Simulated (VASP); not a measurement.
Wanted: the native input for a VASP 6.6.1 run.

```
Task                   : single point
Functional             : PBE
Potentials or basis    : VASP PAW PBE potentials, release 64 (Hf_pv, In_d, Si, O)
Cutoff                 : 520 eV
k mesh                 : 4 × 4 × 2
Occupations            : fermi-dirac, width 0.05 eV
Spin                   : no spin polarisation
Dipole correction      : no
Further INCAR settings : ALGO = Normal; EDIFF = 1e-06; NBANDS = 63
```

The structure of HfIn4SiO6 lies in POSCAR:

```
HfIn4SiO6
1.0
    5.1696971177      0.0000000000      0.0000000000
   -2.5848534568      4.4770905554      0.0000000000
    0.0000000000      0.0000000000     10.3434987012
Hf In Si O
1 4 1 6
Direct
    0.6666700000      0.3333300000      0.0000000000
    0.0000000000      0.0000000000      0.3044600000
    0.0000000000      0.0000000000      0.6955400000
    0.3333300000      0.6666700000      0.7891900000
    0.3333300000      0.6666700000      0.2108100000
    0.0000000000      0.0000000000      0.0000000000
    0.9730000000      0.7049600000      0.8997200000
    0.2950400000      0.0270000000      0.1002800000
    0.2950400000      0.2680400000      0.8997200000
    0.7319600000      0.7049600000      0.1002800000
    0.7319600000      0.0270000000      0.8997200000
    0.9730000000      0.2680400000      0.1002800000
```

The input as run:

INCAR

```
SYSTEM = HfIn4SiO6
  PREC = Accurate
  ENCUT = 520
  EDIFF = 1E-6
  ISMEAR = -1
  SIGMA = 0.05
  LREAL = .False.
  LASPH = .True.
  NELM = 80
  ALGO = Normal
  ISIF = 2
  LWAVE = .False.
  LCHARG = .True.
  GGA = PE
  LELF = .True.
  LVHAR = .True.
  NBANDS = 63
```

KPOINTS

```
Automatic mesh
0
Gamma
  4 4 2
  0 0 0
```

Potentials or basis: VASP PAW PBE potentials, release 64 (Hf_pv, In_d, Si, O).

Run with:

```sh
$ cat potpaw_PBE.64/Hf_pv/POTCAR potpaw_PBE.64/In_d/POTCAR potpaw_PBE.64/Si/POTCAR potpaw_PBE.64/O/POTCAR > POTCAR
$ mpirun -np 1 vasp_std > vasp.out
```

Results of the run:

```
Pressure      : 5.4 GPa
Largest force : 0.556 eV/Å
```

Caveat: the cell stands under pressure.

Wall time 5.2 min on 1 thread of Intel(R) Xeon(R) Platinum 8259CL CPU @ 2.50GHz (Skylake/Cascade Lake) (shared host), peak memory 0.46 GiB.
